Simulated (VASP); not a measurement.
Set up this calculation in VASP 6.6.1, as the native input.

| Property | Result |
| --- | --- |
| Task | single point |
| Functional | PBEsol |
| Potentials or basis | VASP PAW PBE potentials, release 64 (Mg, Sc_sv) |
| Cutoff | 520 eV |
| k mesh | 14 × 14 × 14 |
| Occupations | gaussian, width 0.15 eV |
| Spin | no spin polarisation |
| Dipole correction | no |
| Further INCAR settings | ALGO = Fast; EDIFF = 1e-07; NBANDS = 14 |

The structure of MgSc lies in POSCAR:

```
MgSc
1.0
    3.6416882357     -0.3897009551     -0.3897009551
   -0.3897009551      3.6416882357     -0.3897009551
   -0.3897009551     -0.3897009551      3.6416882357
Mg Sc
1 1
Direct
    0.0000000000      0.0000000000      0.0000000000
    0.5000000000      0.5000000000      0.5000000000
```

This cell differs from its parent crystal: ratio of the length along [111] to the lengths across it x 0.71, volume and fractional coordinates fixed.

One way to write it, as run:

INCAR

```
  ALGO = Fast
  EDIFF = 1E-7
  ENCUT = 520
  GGA = PS
  ISIF = 2
  ISMEAR = 0
  LASPH = True
  LCHARG = False
  LREAL = False
  LWAVE = False
  NBANDS = 14
  NELM = 80
  PREC = Accurate
  SIGMA = 0.15
```

KPOINTS

```
k-points
0
Gamma
  14 14 14
```

Potentials or basis: VASP PAW PBE potentials, release 64 (Mg, Sc_sv).

Launch:

```sh
$ cat potpaw_PBE.64/Mg/POTCAR potpaw_PBE.64/Sc_sv/POTCAR > POTCAR
$ mpirun -np 1 vasp_std > vasp.out
```

It gave:

```
Pressure : 3.9 GPa
```

Caveat: the PAW data sets were made with another functional, which shifts forces and pressure a little.

Wall time 2.1 min on 1 thread of Intel(R) Xeon(R) Platinum 8375C CPU @ 2.90GHz (Ice Lake), with other jobs on the host, peak memory 0.32 GiB.
